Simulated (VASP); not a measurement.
# KNi2 (P6/mmm) in VASP: notebook, part 2 of 2

VASP 6.6.1. The steps go on from the part before.

## Step 3: Single point, PBE, collinear spin, ferromagnetic start

This run uses another cell than the first one, of 22.74 Å³/atom.

File INCAR:

```
SYSTEM = KNi2
PREC     = Accurate       ! precision mode
ENCUT    = 520            ! plane-wave cutoff, eV
EDIFF    = 1E-6           ! SCF threshold, eV
ISMEAR   = 0              ! smearing method
SIGMA    = 0.1            ! smearing width, eV
LREAL    = .FALSE.        ! projectors in reciprocal space
LASPH    = .TRUE.         ! aspherical terms in the spheres
NELM     = 150            ! most SCF steps
ALGO     = Fast           ! electronic algorithm
ISIF     = 2              ! what is computed and relaxed
LWAVE    = .FALSE.        ! write WAVECAR
LCHARG   = .TRUE.         ! write CHGCAR
ISPIN    = 2              ! spin polarisation
MAGMOM   = 0 2 2          ! initial moments
LORBIT   = 11             ! projections on sites
LMAXMIX  = 4              ! l up to which the mixer works
GGA      = PE             ! functional
LELF     = .TRUE.         ! ELF
LVHAR    = .TRUE.       
NBANDS   = 26             ! bands
```

File KPOINTS:

```
Automatic mesh
0
G
  6 6 4
  0 0 0
```

File POSCAR:

```
KNi2
1.0
    3.8819488436      0.0000000031      0.0000000000
   -1.9409744245      3.3618663132      0.0000000000
    0.0000000000      0.0000000000      5.2282835086
K Ni
1 2
Direct
    0.0000000000      0.0000000000      0.0000000000
    0.3333333333      0.6666666667      0.5000000000
    0.6666666667      0.3333333333      0.5000000000
```

Potentials or basis: VASP PAW PBE potentials, release 64 (K_sv, Ni).

Run with:

```
$ cat potpaw_PBE.64/K_sv/POTCAR potpaw_PBE.64/Ni/POTCAR > POTCAR
$ mpirun -np 1 vasp_std > vasp.out
```

OUTCAR:

```text
SYSTEM = KNi2
   PREC = Accurate
   ENCUT = 520
   EDIFF = 1E-6
   ISMEAR = 0
   LREAL = .FALSE.
   LASPH = .TRUE.
   NELM = 150
   ISIF = 2
   ISPIN = 2
   LORBIT = 11
   GGA = PE

 ion  position               nearest neighbor table
   1  0.000  0.000  0.000-   2 3.44   3 3.44   2 3.44   3 3.44   3 3.44   3 3.44   2 3.44   2 3.44
                             3 3.44   3 3.44   2 3.44   2 3.44
   2  0.333  0.667  0.500-   3 2.24   3 2.24   3 2.24   1 3.44   1 3.44   1 3.44   1 3.44   1 3.44
                             1 3.44
   3  0.667  0.333  0.500-   2 2.24   2 2.24   2 2.24   1 3.44   1 3.44   1 3.44   1 3.44   1 3.44
                             1 3.44

  LATTYP: Found a hexagonal cell.
 ALAT       =     3.8819488436
 C/A-ratio  =     1.3468192702

  Lattice vectors:

 A1 = (   3.8819488436,   0.0000000031,   0.0000000000)
 A2 = (  -1.9409744245,   3.3618663132,   0.0000000000)
 A3 = (   0.0000000000,   0.0000000000,   5.2282835086)

Analysis of symmetry for initial positions (statically):
=====================================================================
 Subroutine PRICEL returns:
 Original cell was already a primitive cell.

 Routine SETGRP: Setting up the symmetry group for a
 hexagonal supercell.

 Subroutine GETGRP returns: Found 24 space group operations
 (whereof 24 operations were pure point group operations)
 out of a pool of 24 trial point group operations.

The static configuration has the point symmetry D_6h.

Analysis of symmetry for dynamics (positions and initial velocities):
=====================================================================
 Subroutine PRICEL returns:
 Original cell was already a primitive cell.

 Routine SETGRP: Setting up the symmetry group for a
 hexagonal supercell.

 Subroutine GETGRP returns: Found 24 space group operations
 (whereof 24 operations were pure point group operations)
 out of a pool of 24 trial point group operations.

The dynamic configuration has the point symmetry D_6h.

Analysis of structural, dynamic, and magnetic symmetry:
=====================================================================
 Subroutine PRICEL returns:
 Original cell was already a primitive cell.

 Routine SETGRP: Setting up the symmetry group for a
 hexagonal supercell.

 Subroutine GETGRP returns: Found 24 space group operations
 (whereof 24 operations were pure point group operations)
 out of a pool of 24 trial point group operations.

The overall configuration has the point symmetry D_6h.

 Subroutine INISYM returns: Found 24 space group operations
 (whereof 24 operations are pure point group operations),
 and found     1 'primitive' translations

----------------------------------------------------------------------------------------

                                     Primitive cell

  volume of cell :      68.2322

  direct lattice vectors                    reciprocal lattice vectors
     3.881948844  0.000000003  0.000000000     0.257602570  0.148726914  0.000000000
    -1.940974425  3.361866313  0.000000000    -0.000000000  0.297453827  0.000000000
     0.000000000  0.000000000  5.228283509     0.000000000  0.000000000  0.191267363

  length of vectors
     3.881948844  3.881948844  5.228283509     0.297453827  0.297453827  0.191267363

  position of ions in fractional coordinates (direct lattice)
     0.000000000  0.000000000  0.000000000
     0.333333333  0.666666667  0.500000000
[... 74 lines left out ...]
   NELM   =    150;   NELMIN=  2; NELMDL= -5     # of ELM steps
   EDIFF  = 0.1E-05   stopping-criterion for ELM
   LREAL  =      F    real-space projection
   EDIFFG = 0.1E-04   stopping-criterion for IOM
   NSW    =      0    number of steps for IOM
   IBRION =     -1    ionic relax: 0-MD 1-quasi-New 2-CG
   NFREE  =      0    steps in history (QN), initial steepest desc. (CG)
   ISIF   =      2    stress and relaxation
   ISYM   =      2    0-nonsym 1-usesym 2-fastsym
   POTIM  = 0.5000    time-step for ionic-motion
   TEBEG  =    0.0;   TEEND  =   0.0 temperature during run
   PSTRESS=    0.0 pullay stress
   NELECT =      29.0000    total number of electrons
   NUPDOWN=      -1.0000    fix difference up-down
   EMIN   =  10.00;   EMAX   =-10.00  energy-range for DOS
   EFERMI =   0.00;   METHOD = LEGACY
   ISMEAR =     0;   SIGMA  =   0.10  broadening in eV -4-tet -1-fermi 0-gaus
   EFERMI_NEDOS =   21; number of points for ismear=-14 and -15
   IALGO  =     68    algorithm
   IMIX   =      4    mixing-type and parameters
     AMIX     =   0.40;   BMIX     =  1.00
     AMIX_MAG =   1.60;   BMIX_MAG =  1.00
  volume/ion in A,a.u.               =      22.74       153.48
  Fermi-wavevector in a.u.,A,eV,Ry     =   1.230867  2.326001 20.613275  1.515033
  Thomas-Fermi vector in A             =   2.365699
   LORBIT       =     11    0 simple, 1 ext, 2 COOP (PROOUT), +10 PAW based schemes
   GGA     = PE    functional components
   LHFCALC =     F    Hartree Fock is set to
   AEXX    =    0.0000 exact exchange contribution
   IVDW    =     0    specifies the selected vdW correction
   LEPSILON=     F    determine dielectric tensor
   LRPA    =     F    only Hartree local field effects (RPA)
 spin polarized calculation
 RMM-DIIS sequential band-by-band and
 Gauss-broadening in eV      SIGMA  =   0.10
  energy-cutoff  :      520.00
  volume of cell :       68.23
 maximum number of plane-waves:      1852
 NGX is ok and might be reduce to    30
   NGX = 15   NGY = 15   NGZ = 19

 number of electron      29.0000000 magnetization       0.9984066

 Free energy of the ion-electron system (eV)
  ---------------------------------------------------
  ext. energy  EPLUGINS =         0.00000000
  ---------------------------------------------------
  free energy    TOTEN  =       -10.16100295 eV

  energy without entropy =      -10.13158298  energy(sigma->0) =      -10.14629296

 E-fermi :   2.6843     XC(G=0):  -9.1233

 val. band max:        2.6349240470   @ k =   0.0000   0.0000   0.2500
 cond. band min:       2.6872600602   @ k =   0.5000  -0.0000   0.0000
 fundamental gap:      0.0523360132
 Fermi energy:         2.6842726743

 spin component 1

 k-point     1 :       0.0000    0.0000    0.0000
  band No.  band energies     occupation
      1     -27.7148      1.00000
      2     -11.1630      1.00000
      3     -11.1269      1.00000
      4     -11.1269      1.00000
      5      -2.5036      1.00000
      6       0.4155      1.00000
[... 598 lines left out ...]
     25      11.9838      0.00000
     26      16.0004      0.00000
 Fermi energy:         2.6842726743

 spin component 2

 k-point     1 :       0.0000    0.0000    0.0000
  band No.  band energies     occupation
      1     -27.7279      1.00000
      2     -11.1798      1.00000
      3     -11.1386      1.00000
      4     -11.1386      1.00000
      5      -2.5391      1.00000
      6       0.6525      1.00000
[... 598 lines left out ...]
     25      11.9885      0.00000
     26      15.9713      0.00000

------------------------ aborting loop because EDIFF is reached ----------------------------------------

  FORCE on cell =-STRESS in cart. coord.  units (eV):
  Direction    XX          YY          ZZ          XY          YZ          ZX
  --------------------------------------------------------------------------------------
  -------------------------------------------------------------------------------------
  Total       -0.0196542     -0.0196542      0.1361227      0.0000000      0.0000000      0.0000000
  in kB       -0.4615043     -0.4615043      3.1963322      0.0000000      0.0000000      0.0000000
  external PRESSURE =       0.7577746 kB  Pullay stress =       0.0000000 kB

 VOLUME and BASIS-vectors are now :
 -----------------------------------------------------------------------------
  energy-cutoff  :      520.00
  volume of cell :       68.23
      direct lattice vectors                 reciprocal lattice vectors
     3.881948844  0.000000003  0.000000000     0.257602570  0.148726914  0.000000000
    -1.940974425  3.361866313  0.000000000    -0.000000000  0.297453827  0.000000000
     0.000000000  0.000000000  5.228283509     0.000000000  0.000000000  0.191267363

 POSITION                                       TOTAL-FORCE (eV/Angst)
 -----------------------------------------------------------------------------------
      0.00000      0.00000      0.00000         0.000000      0.000000      0.000000
     -0.00000      2.24124      2.61414        -0.000000     -0.000000      0.000000
      1.94097      1.12062      2.61414         0.000000      0.000000      0.000000
 -----------------------------------------------------------------------------------
    total drift:                                0.000000     -0.000000     -0.000000

  FREE ENERGIE OF THE ION-ELECTRON SYSTEM (eV)
  ---------------------------------------------------
  free  energy   TOTEN  =       -10.1610029458 eV

  energy  without entropy=      -10.1315829777  energy(sigma->0) =      -10.14629296

 total charge

# of ion       s       p       d       tot
------------------------------------------
    1        1.973   5.570   0.036   7.578
    2        0.555   0.283   8.335   9.174
    3        0.555   0.283   8.335   9.174
--------------------------------------------------
tot          3.083   6.136  16.706  25.925

 magnetization (x)

# of ion       s       p       d       tot
------------------------------------------
    1       -0.002  -0.005  -0.004  -0.011
    2       -0.009  -0.020   0.595   0.565
    3       -0.009  -0.020   0.595   0.565
--------------------------------------------------
tot         -0.020  -0.045   1.185   1.120
```

It took 1.8 min on 1 thread of Intel Xeon Platinum 8259CL at 2.50GHz (Skylake/Cascade Lake), shared host; peak memory 0.24 GiB.

Results:

```
Free energy                                           : -10.1610 eV
Pressure                                              : 0.1 GPa
Band gap on the k mesh                                : zero (filled and empty bands overlap)
Net moment                                            : 1.00 μB per cell
Site moments                                          : K -0.01; Ni +0.56 μB
Valence electrons inside the program's atomic spheres : K 7.58; Ni 9.17
```

Stress tensor (GPa, compression positive):
```
-0.05  0.00  0.00
 0.00 -0.05  0.00
 0.00  0.00  0.32
```

Levels at points of the mesh, in eV from the Fermi level:
Spin up:
```csv
k point,band 11,band 12,band 13,band 14,band 15,band 16,band 17,band 18,band 19,band 20
"(0.00, 0.00, 0.00)",-1.92,-1.92,-0.97,-0.97,-0.70,1.49,2.91,5.65,5.65,8.06
"(0.50, 0.00, 0.00)",-1.47,-1.32,-1.17,-0.74,-0.58,0.36,2.81,4.20,4.42,6.41
"(0.00, 0.00, 0.50)",-1.94,-1.83,-1.13,-0.95,-0.95,-0.68,5.25,6.41,6.41,7.49
"(0.50, 0.00, 0.50)",-1.44,-1.11,-0.74,-0.59,-0.58,0.31,2.56,2.63,3.82,6.72
```
Spin down:
| k point | band 11 | band 12 | band 13 | band 14 | band 15 | band 16 | band 17 | band 18 |
| --- | --- | --- | --- | --- | --- | --- | --- | --- |
| (0.00, 0.00, 0.00) | -1.43 | -1.43 | -0.35 | -0.18 | -0.18 | 1.36 | 2.91 | 5.62 |
| (0.50, 0.00, 0.00) | -1.27 | -0.85 | -0.81 | 0.00 | 0.08 | 0.83 | 2.83 | 4.19 |
| (0.00, 0.00, 0.50) | -1.46 | -1.46 | -1.25 | -0.32 | -0.15 | -0.15 | 5.20 | 6.39 |
| (0.50, 0.00, 0.50) | -0.83 | -0.77 | -0.57 | 0.00 | 0.08 | 0.79 | 2.56 | 2.64 |

## Step 4: Relaxation of cell and atoms, PBE, collinear spin, ferromagnetic start

File INCAR:

```
PREC     = Accurate       # precision mode
ENCUT    = 600            # plane-wave cutoff, eV
EDIFF    = 1E-6           # SCF threshold, eV
ISMEAR   = 0              # smearing method
SIGMA    = 0.1            # smearing width, eV
LREAL    = False          # projectors in reciprocal space
LASPH    = True           # aspherical terms in the spheres
NELM     = 150            # most SCF steps
ALGO     = Normal         # electronic algorithm
ISIF     = 3              # what is computed and relaxed
LWAVE    = False          # write WAVECAR
LCHARG   = False          # write CHGCAR
ISPIN    = 2              # spin polarisation
MAGMOM   = 0 2 2          # initial moments
LORBIT   = 11             # projections on sites
LMAXMIX  = 4              # l up to which the mixer works
GGA      = PE             # functional
IBRION   = 2              # ionic algorithm
NSW      = 90             # ionic steps
EDIFFG   = -0.04          # ionic threshold
```

File KPOINTS:

```
Automatic mesh
0
Gamma
  6 6 4
```

File POSCAR:

```
KNi2
1.0
    3.6677300100      0.0000000000      0.0000000000
   -1.8338650100      3.1763473600      0.0000000000
    0.0000000000      0.0000000000      4.2517448500
K Ni
1 2
Direct
    0.0000000000      0.0000000000      0.0000000000
    0.3333333300      0.6666666700      0.5000000000
    0.6666666700      0.3333333300      0.5000000000
```

Run with:

```
$ cat potpaw_PBE.64/K_sv/POTCAR potpaw_PBE.64/Ni/POTCAR > POTCAR
$ mpirun -np 1 vasp_std > vasp.out
```

It took 6.6 min on 1 thread of Intel Xeon Platinum 8259CL at 2.50GHz (Skylake/Cascade Lake), shared host; peak memory 0.23 GiB.

Results (log left out):

| Quantity | Value |
| --- | --- |
| Free energy | -10.1562 eV |
| Relaxed volume | 22.88 Å³/atom |
| Relaxed cell | a = 3.880 Å, b = 3.880 Å, c = 5.266 Å, α = 90.00°, β = 90.00°, γ = 120.00° |
| Space group after relaxing (to 0.1 Å) | P6/mmm (No. 191) |
| Energy gained by relaxing | 334.3 meV/atom |
| Ionic steps | 9 |
| Pressure after relaxing | 0.0 GPa |
| Band gap on the k mesh | zero (filled and empty bands overlap) |
| Net moment | -1.00 μB per cell |
| Site moments | K +0.01; Ni -0.57 μB |
| Valence electrons inside the program's atomic spheres | K 7.58; Ni 9.17 |

The path:
| step | energy change (eV) | largest force (eV/Å) | pressure (GPa) | volume (Å³) |
| --- | --- | --- | --- | --- |
| 1 | 0.0000 | 0.0000 | 21.80 | 49.53 |
| 2 | -0.8324 | 0.0000 | -1.18 | 67.45 |
| 3 | -0.8394 | 0.0000 | 0.19 | 65.21 |
| 4 | -0.8395 | 0.0000 | -0.11 | 65.59 |
| 5 | -0.9235 | 0.0000 | -0.13 | 66.43 |
| 6 | -0.9990 | 0.0000 | 0.44 | 68.31 |
| 7 | -1.0026 | 0.0000 | 0.28 | 68.02 |
| 8 | -1.0026 | 0.0000 | 0.27 | 68.06 |
| 9 | -1.0029 | 0.0000 | -0.03 | 68.64 |

Final structure:
```
K Ni
1.0
     3.87959    0.00000    0.00000
    -1.93979    3.35982    0.00000
     0.00000    0.00000    5.26567
K Ni
1 2
Direct
  0.00000 0.00000 0.00000
  0.33333 0.66667 0.50000
  0.66667 0.33333 0.50000
```

Levels at points of the mesh, in eV from the Fermi level:
Spin up:
```
           k point  band 12  band 13  band 14  band 15  band 16  band 17
(0.00, 0.00, 0.00)    -1.43    -0.35    -0.18    -0.18     1.30     2.85
(0.50, 0.00, 0.00)    -0.85    -0.81     0.00     0.08     0.83     2.80
(0.00, 0.00, 0.50)    -1.46    -1.27    -0.32    -0.15    -0.15     5.11
(0.50, 0.00, 0.50)    -0.77    -0.58     0.00     0.08     0.79     2.54
```
Spin down:
| k point | band 13 | band 14 | band 15 | band 16 | band 17 | band 18 |
| --- | --- | --- | --- | --- | --- | --- |
| (0.00, 0.00, 0.00) | -0.97 | -0.97 | -0.70 | 1.43 | 2.84 | 5.66 |
| (0.50, 0.00, 0.00) | -1.17 | -0.74 | -0.58 | 0.35 | 2.78 | 4.17 |
| (0.00, 0.00, 0.50) | -1.14 | -0.95 | -0.95 | -0.68 | 5.16 | 6.38 |
| (0.50, 0.00, 0.50) | -0.74 | -0.60 | -0.58 | 0.31 | 2.55 | 2.62 |

Caveat: the k points lie up to 0.31 Å⁻¹ apart in the final cell, too coarse for converged energies and pressures of a metal; the volume moved by over 15 % at a fixed basis, so the end points are rough.

## Step 5: The runs side by side

```csv
task,cell,cutoff (eV),gap on the mesh (eV),pressure (GPa),moment (μB)
single point,"a = 3.668, b = 3.668, c = 4.252 Å, angles 90.0, 90.0, 120.0°, 3 atoms",520,none,21.9,0.80
single point,"a = 3.882, b = 3.882, c = 5.228 Å, angles 90.0, 90.0, 120.0°, 3 atoms",520,none,0.1,1.00
relaxation of cell and atoms,"relaxed from a = 3.668, b = 3.668, c = 4.252 Å, angles 90.0, 90.0, 120.0°, 3 atoms",600,none,0.0,1.00
```

Alike in all rows: level PBE; potentials or basis VASP PAW PBE potentials, release 64 (K_sv, Ni); spin collinear, ferromagnetic start; k mesh 6 × 6 × 4; smearing gaussian 0.1 eV.

Caveats: some runs use coarse meshes; the volume moved by over 15 % at a fixed basis, so the end points are rough (at least some runs).

Total energies depend on the potentials used, so only differences within one code and one set of settings carry meaning.

The gap in the log of VASP goes by the Fermi energy; the results here count the filled bands.